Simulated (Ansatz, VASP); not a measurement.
# CaTl2IrF6: VASP beside Ansatz

File POSCAR:

```
CaTl2IrF6
1.0
    0.0000000000      4.2566670000      4.2566670000
    4.2566670000      0.0000000000      4.2566670000
    4.2566670000      4.2566670000      0.0000000000
Ir F Tl Ca
1 6 2 1
Direct
    0.5000000000      0.5000000000      0.5000000000
    0.7326000000      0.2674000000      0.2674000000
    0.2674000000      0.7326000000      0.2674000000
    0.2674000000      0.7326000000      0.7326000000
    0.7326000000      0.2674000000      0.7326000000
    0.2674000000      0.2674000000      0.7326000000
    0.7326000000      0.7326000000      0.2674000000
    0.2500000000      0.2500000000      0.2500000000
    0.7500000000      0.7500000000      0.7500000000
    0.0000000000      0.0000000000      0.0000000000
```

File INCAR.step1:

```
SYSTEM = CaTl2IrF6
PREC = Accurate
ENCUT = 520
ISMEAR = -5
SIGMA = 0.1
LREAL = .False.
LASPH = .True.
NELM = 80
NBANDS = 54
GGA = PE
ALGO = Normal
EDIFF = 1E-4
LWAVE = .True.
LCHARG = .False.
```

INCAR.step2

```
SYSTEM = CaTl2IrF6
PREC = Accurate
ENCUT = 520
EDIFF = 1E-6
ISMEAR = -5
SIGMA = 0.1
LREAL = .False.
LASPH = .True.
NELM = 80
ALGO = Normal
ISIF = 2
LWAVE = .False.
LCHARG = .True.
METAGGA = R2SCAN
LMIXTAU = .True.
LELF = .True.
LVHAR = .True.
NBANDS = 54
ISTART = 1
```

KPOINTS

```
regular mesh
0
Gamma
  4 4 4
  0 0 0
```

Input for Ansatz:

```yaml
crystal:
  lattice:
    - [0.0, 4.256667, 4.256667]
    - [4.256667, 0.0, 4.256667]
    - [4.256667, 4.256667, 0.0]
  atoms:
    - { symbol: Ir, position: [0.5, 0.5, 0.5] }
    - { symbol: F, position: [0.7326, 0.2674, 0.2674] }
    - { symbol: F, position: [0.2674, 0.7326, 0.2674] }
    - { symbol: F, position: [0.2674, 0.7326, 0.7326] }
    - { symbol: F, position: [0.7326, 0.2674, 0.7326] }
    - { symbol: F, position: [0.2674, 0.2674, 0.7326] }
    - { symbol: F, position: [0.7326, 0.7326, 0.2674] }
    - { symbol: Tl, position: [0.25, 0.25, 0.25] }
    - { symbol: Tl, position: [0.75, 0.75, 0.75] }
    - { symbol: Ca, position: [0.0, 0.0, 0.0] }
  symmetry: { tolerance: 0.0003 }
kpoints:
  mp_grid: { grid: [4, 4, 4], shift: [0, 0, 0] }
magnetization:
  spin_polarized: false
scf:
  occupations: { method: tetrahedron }
  n_extra_bands: 4
hamiltonian:
  pseudopotentials: { kind: paw }
  xc: r2scan
basis:
  ecutwfc: 500
output:
  forces: true
  stress: true
  eigenvalues: true
```

Alike in both runs: task single point; functional r2SCAN; k mesh 4 × 4 × 4; occupations tetrahedron; no spin polarisation.

|  | VASP | Ansatz |
| --- | --- | --- |
| version | VASP 6.6.1 | Ansatz 0.2.0 |
| potentials or method | VASP PAW PBE potentials, release 64 (Ir, F, Tl_d, Ca_sv), cutoff 520 eV | PAW plane waves |
| valence electrons in the cell | 87 | 95 |

```csv
,VASP,Ansatz,Ansatz less VASP
gap on the k mesh at the Fermi level (eV),none,none,-
pressure (GPa),8.9,8.0,-0.97
rms of the force components (eV/Å),0.739,0.643,-0.0952
```

VASP's potentials were made for PBE, not for r2SCAN. Atom by atom the forces differ by 0.095 eV/Å (rms over components). A gap of «none» marks a metal or a gap that the smearing closes. VASP's potentials hold 87 valence electrons a cell and Ansatz's 95, so a difference there can come from the potentials and not from the codes. Ansatz's warnings: band table not solved further, tetrahedron derivatives may miss energy slope.

Spin-orbit coupling is off throughout.
